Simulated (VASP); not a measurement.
# BeGaTe2 (I4/mcm) in VASP: single point with r2SCAN

Aim: the single point of BeGaTe2 with r2SCAN.

Everything below comes from runs of VASP 6.6.1. Logs are shortened: lines on timing, memory, paths and dates and some standing lists are left out, and cuts for length are marked.

## Step 1: The cell of the first run

Symmetry: I4/mcm, No. 140, tetragonal system. Conventional cell: a = 7.886 Å, b = 7.886 Å, c = 6.423 Å, α = 90.00°, β = 90.00°, γ = 90.00°. Ga (site symmetry -42m) has 4 Te at 2.48 Å and 2 Ga at 3.21 Å within 3.3 Å. Within 3.4 Å of Te (site symmetry m2m) lie 2 Ga at 2.48 Å and 4 Be at 3.34 Å. Within 4.2 Å of Be (site symmetry 422) lie 2 Be at 3.21 Å and 8 Te at 3.34 Å and 4 Ga at 3.94 Å.

## Step 2: Single point, r2SCAN

POSCAR reads:

```
BeGaTe2
1.0
    0.0000000000      0.0000000000      6.4228020000
    3.9430300000     -3.9430300000      3.2114010000
    3.9430300000      3.9430300000     -3.2114010000
Ga Te Be
2 4 2
Direct
    0.7500000000      0.5000000000      0.5000000000
    0.2500000000      0.5000000000      0.5000000000
    0.6700000000      0.5000000000      0.8400000000
    0.1700000000      0.1600000000      0.5000000000
    0.3300000000      0.5000000000      0.1600000000
    0.8300000000      0.8400000000      0.5000000000
    0.2500000000      0.0000000000      0.0000000000
    0.7500000000      0.0000000000      0.0000000000
```

INCAR.step1 reads:

```
SYSTEM = BeGaTe2
  PREC = Accurate
  ENCUT = 520
  ISMEAR = -1
  SIGMA = 0.1
  LREAL = .FALSE.
  LASPH = .TRUE.
  NELM = 80
  NBANDS = 37
  GGA = PE
  ALGO = Normal
  EDIFF = 1E-4
  LWAVE = .TRUE.
  LCHARG = .FALSE.
```

INCAR.step2 reads:

```
SYSTEM = BeGaTe2
  PREC = Accurate
  ENCUT = 520
  EDIFF = 1E-7
  ISMEAR = -1
  SIGMA = 0.1
  LREAL = .FALSE.
  LASPH = .TRUE.
  NELM = 80
  ALGO = Normal
  ISIF = 2
  LWAVE = .FALSE.
  LCHARG = .FALSE.
  METAGGA = R2SCAN
  LMIXTAU = .TRUE.
  NBANDS = 37
  ISTART = 1
```

KPOINTS reads:

```
Automatic mesh
0
G
  7 7 7
  0 0 0
```

Potentials or basis: VASP PAW PBE potentials, release 64 (Ga_d, Te, Be).

The run is started by

```bash
> cat potpaw_PBE.64/Ga_d/POTCAR potpaw_PBE.64/Te/POTCAR potpaw_PBE.64/Be/POTCAR > POTCAR
> cp INCAR.step1 INCAR
> mpirun -np 1 vasp_std > vasp.out
> cp INCAR.step2 INCAR
> mpirun -np 1 vasp_std > vasp.out
```

OUTCAR:

```text
SYSTEM = BeGaTe2
   PREC = Accurate
   ENCUT = 520
   EDIFF = 1E-7
   ISMEAR = -1
   LREAL = .FALSE.
   LASPH = .TRUE.
   NELM = 80
   ISIF = 2
   METAGGA = R2SCAN
   ISTART = 1

 ion  position               nearest neighbor table
   1  0.750  0.500  0.500-   3 2.48   4 2.48   5 2.48   6 2.48
   2  0.250  0.500  0.500-   3 2.48   4 2.48   5 2.48   6 2.48
   3  0.670  0.500  0.840-   1 2.48   2 2.48   5 3.67   5 3.67
   4  0.170  0.160  0.500-   1 2.48   2 2.48   6 3.67   6 3.67
   5  0.330  0.500  0.160-   1 2.48   2 2.48   3 3.67   3 3.67
   6  0.830  0.840  0.500-   1 2.48   2 2.48   4 3.67   4 3.67
   7  0.250  0.000  0.000-
   8  0.750  0.000  0.000-

  LATTYP: Found a body centered tetragonal cell.
 ALAT       =     7.8860600000
 C/A-ratio  =     0.8144500549

  Lattice vectors:

 A1 = (   3.9430300000,  -3.9430300000,  -3.2114010000)
 A2 = (  -3.9430300000,   3.9430300000,  -3.2114010000)
 A3 = (   3.9430300000,   3.9430300000,   3.2114010000)

Analysis of symmetry for initial positions (statically):
=====================================================================
 Subroutine PRICEL returns:
 Original cell was already a primitive cell.

 Routine SETGRP: Setting up the symmetry group for a
 body centered tetragonal supercell.

 Subroutine GETGRP returns: Found 16 space group operations
 (whereof  8 operations were pure point group operations)
 out of a pool of 16 trial point group operations.

The static configuration has the point symmetry C_4h.
 The point group associated with its full space group is D_4h.

Analysis of symmetry for dynamics (positions and initial velocities):
=====================================================================
 Subroutine PRICEL returns:
 Original cell was already a primitive cell.

 Routine SETGRP: Setting up the symmetry group for a
 body centered tetragonal supercell.

 Subroutine GETGRP returns: Found 16 space group operations
 (whereof  8 operations were pure point group operations)
 out of a pool of 16 trial point group operations.

The dynamic configuration has the point symmetry C_4h.
 The point group associated with its full space group is D_4h.

 Subroutine INISYM returns: Found 16 space group operations
 (whereof  8 operations are pure point group operations),
 and found     1 'primitive' translations

----------------------------------------------------------------------------------------

                                     Primitive cell

  volume of cell :     199.7168

  direct lattice vectors                    reciprocal lattice vectors
     0.000000000  0.000000000  6.422802000     0.000000000  0.126806035  0.155695287
     3.943030000 -3.943030000  3.211401000     0.126806035 -0.126806035  0.000000000
     3.943030000  3.943030000 -3.211401000     0.126806035  0.126806035  0.000000000

  length of vectors
     6.422802000  6.434910065  6.434910065     0.200800381  0.179330814  0.179330814

  position of ions in fractional coordinates (direct lattice)
     0.750000000  0.500000000  0.500000000
     0.250000000  0.500000000  0.500000000
     0.670000000  0.500000000  0.840000000
     0.170000000  0.160000000  0.500000000
     0.330000000  0.500000000  0.160000000
     0.830000000  0.840000000  0.500000000
     0.250000000  0.000000000  0.000000000
     0.750000000  0.000000000  0.000000000

  ion indices of the primitive-cell ions
   primitive index   ion index
                 1           1
                 2           2
                 3           3
                 4           4
                 5           5
                 6           6
                 7           7
                 8           8

----------------------------------------------------------------------------------------

 KPOINTS: Automatic mesh

Automatic generation of k-mesh.
 Grid dimensions read from file:
 generate k-points for:    7    7    7

 Generating k-lattice:

  Cartesian coordinates                     Fractional coordinates (reciprocal lattice)
     0.000000000  0.018115148  0.022242184     0.142857143  0.000000000 -0.000000000
     0.018115148 -0.018115148  0.000000000     0.000000000  0.142857143  0.000000000
     0.018115148  0.018115148  0.000000000     0.000000000  0.000000000  0.142857143

  Length of vectors
     0.028685769  0.025618688  0.025618688

  Shift w.r.t. Gamma in fractional coordinates (k-lattice)
     0.000000000  0.000000000  0.000000000

 Subroutine IBZKPT returns following result:
 ===========================================

 Found     40 irreducible k-points:

 Following reciprocal coordinates:
            Coordinates               Weight
  0.000000  0.000000  0.000000      1.000000
  0.142857  0.000000 -0.000000      8.000000
  0.285714  0.000000 -0.000000      8.000000
  0.428571 -0.000000  0.000000      8.000000
  0.000000  0.142857  0.000000      4.000000
  0.285714  0.142857 -0.000000      8.000000
[... 16 lines left out ...]
 -0.285714  0.285714  0.142857      8.000000
  0.000000  0.428571  0.142857      8.000000
 [... further k-points ...]
   k-points           NKPTS =     40   k-points in BZ     NKDIM =     40   number of bands    NBANDS=     37
   number of dos      NEDOS =    301   number of ions     NIONS =      8
   total plane-waves  NPLWV = 110592
   dimension x,y,z NGX =    48 NGY =   48 NGZ =   48
   dimension x,y,z NGXF=    96 NGYF=   96 NGZF=   96
   ions per type =               2   4   2
   NGX,Y,Z   is equivalent  to a cutoff of  12.42, 12.40, 12.40 a.u.
   NGXF,Y,Z  is equivalent  to a cutoff of  24.85, 24.80, 24.80 a.u.
 SYSTEM =  BeGaTe2
   PREC   = accura    normal or accurate (medium, high low for compatibility)
   ISTART =      1    job   : 0-new  1-cont  2-samecut
   ICHARG =      0    charge: 1-file 2-atom 10-const
   ISPIN  =      1    spin polarized calculation?
   LNONCOLLINEAR =      F non collinear calculations
   LSORBIT =      F    spin-orbit coupling
   LASPH  =      T    aspherical Exc in radial PAW
   ENCUT  =  520.0 eV  38.22 Ry    6.18 a.u.  11.94 11.96 11.96*2*pi/ulx,y,z
   NELM   =     80;   NELMIN=  2; NELMDL=  0     # of ELM steps
   EDIFF  = 0.1E-06   stopping-criterion for ELM
   LREAL  =      F    real-space projection
   EDIFFG = 0.1E-05   stopping-criterion for IOM
   NSW    =      0    number of steps for IOM
   IBRION =     -1    ionic relax: 0-MD 1-quasi-New 2-CG
   NFREE  =      0    steps in history (QN), initial steepest desc. (CG)
   ISIF   =      2    stress and relaxation
   ISYM   =      2    0-nonsym 1-usesym 2-fastsym
   POTIM  = 0.5000    time-step for ionic-motion
   TEBEG  =    0.0;   TEEND  =   0.0 temperature during run
   PSTRESS=    0.0 pullay stress
   NELECT =      54.0000    total number of electrons
   NUPDOWN=      -1.0000    fix difference up-down
   EMIN   =  10.00;   EMAX   =-10.00  energy-range for DOS
   EFERMI =   0.00;   METHOD = LEGACY
   ISMEAR =    -1;   SIGMA  =   0.10  broadening in eV -4-tet -1-fermi 0-gaus
   EFERMI_NEDOS =   21; number of points for ismear=-14 and -15
   IALGO  =     38    algorithm
   IMIX   =      4    mixing-type and parameters
     AMIX     =   0.40;   BMIX     =  1.00
     AMIX_MAG =   1.60;   BMIX_MAG =  1.00
  volume/ion in A,a.u.               =      24.96       168.47
  Fermi-wavevector in a.u.,A,eV,Ry     =   1.058606  2.000476 15.247335  1.120648
  Thomas-Fermi vector in A             =   2.193922
   LORBIT       =      0    0 simple, 1 ext, 2 COOP (PROOUT), +10 PAW based schemes
   METAGGA = R2SCAN    functional components
   LHFCALC =     F    Hartree Fock is set to
   AEXX    =    0.0000 exact exchange contribution
   IVDW    =     0    specifies the selected vdW correction
   LEPSILON=     F    determine dielectric tensor
   LRPA    =     F    only Hartree local field effects (RPA)
 non-spin polarized calculation
  energy-cutoff  :      520.00
  volume of cell :      199.72
 maximum number of plane-waves:      5420
   NGX = 23   NGY = 23   NGZ = 23

 number of electron      53.9999973 magnetization

 Free energy of the ion-electron system (eV)
  ---------------------------------------------------
  ext. energy  EPLUGINS =         0.00000000
  ---------------------------------------------------
  free energy    TOTEN  =      -129.20799537 eV

  energy without entropy =     -129.10307285  energy(sigma->0) =     -129.15553411

 E-fermi :   5.5410     XC(G=0):  -9.9410

 val. band max:        5.4836543000   @ k =   0.0000   0.1429   0.1429
 cond. band min:       5.5515107769   @ k =  -0.2857   0.2857   0.1429
 fundamental gap:      0.0678564769
 Fermi energy:         5.5410449654

 k-point     1 :       0.0000    0.0000    0.0000
  band No.  band energies     occupation
      1     -10.5395      2.00000
      2     -10.5395      2.00000
      3     -10.4592      2.00000
      4     -10.4233      2.00000
      5     -10.3510      2.00000
      6     -10.3510      2.00000
[... 29 lines left out ...]
     36      11.3295      0.00000
     37      11.3295      0.00000

 k-point     2 :       0.1429    0.0000   -0.0000
  band No.  band energies     occupation
      1     -10.5353      2.00000
      2     -10.5353      2.00000
      3     -10.4496      2.00000
      4     -10.4199      2.00000
      5     -10.3561      2.00000
      6     -10.3561      2.00000
[... 29 lines left out ...]
     36      11.0824      0.00000
     37      11.1414      0.00000

 k-point     3 :       0.2857    0.0000   -0.0000
  band No.  band energies     occupation
      1     -10.5250      2.00000
      2     -10.5249      2.00000
      3     -10.4254      2.00000
      4     -10.4112      2.00000
      5     -10.3684      2.00000
      6     -10.3684      2.00000
[... 29 lines left out ...]
     36      10.1823      0.00000
     37      10.7314      0.00000

 k-point     4 :       0.4286   -0.0000    0.0000
  band No.  band energies     occupation
      1     -10.5152      2.00000
      2     -10.5151      2.00000
      3     -10.4027      2.00000
      4     -10.4016      2.00000
      5     -10.3798      2.00000
      6     -10.3797      2.00000
[... 29 lines left out ...]
     36      10.2491      0.00000
     37      10.4570      0.00000
[... 683 lines left out ...]
      1     -10.5154      2.00000
      2     -10.5151      2.00000
      3     -10.4032      2.00000
      4     -10.4006      2.00000
      5     -10.3799      2.00000
      6     -10.3796      2.00000
[... 29 lines left out ...]
     36       9.8246      0.00000
     37      10.4989      0.00000

 k-point    23 :      -0.2857    0.2857    0.1429
  band No.  band energies     occupation
      1     -10.5253      2.00000
      2     -10.5248      2.00000
      3     -10.4253      2.00000
      4     -10.4083      2.00000
      5     -10.3688      2.00000
      6     -10.3683      2.00000
[... 29 lines left out ...]
     36      10.2602      0.00000
     37      10.2954      0.00000

 k-point    24 :       0.0000    0.4286    0.1429
  band No.  band energies     occupation
      1     -10.5402      2.00000
      2     -10.5399      2.00000
      3     -10.4579      2.00000
      4     -10.4159      2.00000
      5     -10.3512      2.00000
      6     -10.3511      2.00000
[... 29 lines left out ...]
     36      10.4869      0.00000
     37      10.8300      0.00000

 [... further k-points ...]
[... 5 lines left out ...]
  --------------------------------------------------------------------------------------
  -------------------------------------------------------------------------------------
  Total        7.1601995      7.1601995     10.1031919      0.0000000      0.0000000      0.0000000
  in kB       57.4408705     57.4408705     81.0502748      0.0000000      0.0000000      0.0000000
  external PRESSURE =      65.3106719 kB  Pullay stress =       0.0000000 kB

 VOLUME and BASIS-vectors are now :
 -----------------------------------------------------------------------------
  energy-cutoff  :      520.00
  volume of cell :      199.72
      direct lattice vectors                 reciprocal lattice vectors
     0.000000000  0.000000000  6.422802000     0.000000000  0.126806035  0.155695287
     3.943030000 -3.943030000  3.211401000     0.126806035 -0.126806035  0.000000000
     3.943030000  3.943030000 -3.211401000     0.126806035  0.126806035  0.000000000

 POSITION                                       TOTAL-FORCE (eV/Angst)
 -----------------------------------------------------------------------------------
      3.94303      0.00000      4.81710         0.000000      0.000000      0.000000
      3.94303      0.00000      1.60570         0.000000     -0.000000      0.000000
      5.28366      1.34063      3.21140         1.706495      1.706495      0.000000
      2.60240      1.34063      0.00000        -1.706495      1.706495      0.000000
      2.60240     -1.34063      3.21140        -1.706495     -1.706495     -0.000000
      5.28366     -1.34063      6.42280         1.706495     -1.706495     -0.000000
      0.00000      0.00000      1.60570         0.000000     -0.000000      0.000000
      0.00000      0.00000      4.81710         0.000000      0.000000      0.000000
 -----------------------------------------------------------------------------------
    total drift:                                0.000000     -0.000000      0.000000

  FREE ENERGIE OF THE ION-ELECTRON SYSTEM (eV)
  ---------------------------------------------------
  free  energy   TOTEN  =      -129.2079953710 eV

  energy  without entropy=     -129.1030728533  energy(sigma->0) =     -129.15553411
```

It took 22 min on 1 thread of Intel Xeon 8259CL, shared host; peak memory 0.54 GiB.

What came out:

| Quantity | Value |
| --- | --- |
| Free energy | -129.2080 eV |
| Pressure | 6.5 GPa |
| Largest force | 2.413 eV/Å |
| Band gap on the k mesh | zero (bands 27 and 28 overlap by 0.94 eV) |

Forces in eV/Å, atoms in the order of the input:
```
Ga   0.000  0.000  0.000
Ga   0.000  0.000  0.000
Te   1.706  1.706  0.000
Te  -1.706  1.706  0.000
Te  -1.706 -1.706  0.000
Te   1.706 -1.706  0.000
Be   0.000  0.000  0.000
Be   0.000  0.000  0.000
```

Caveat: the cell stands under pressure; the PAW data sets were made with another functional, which shifts forces and pressure a little; spin-orbit coupling is left out, which moves the levels of the heavy elements.

The gap in the log of VASP goes by the Fermi energy; the results here count the filled bands.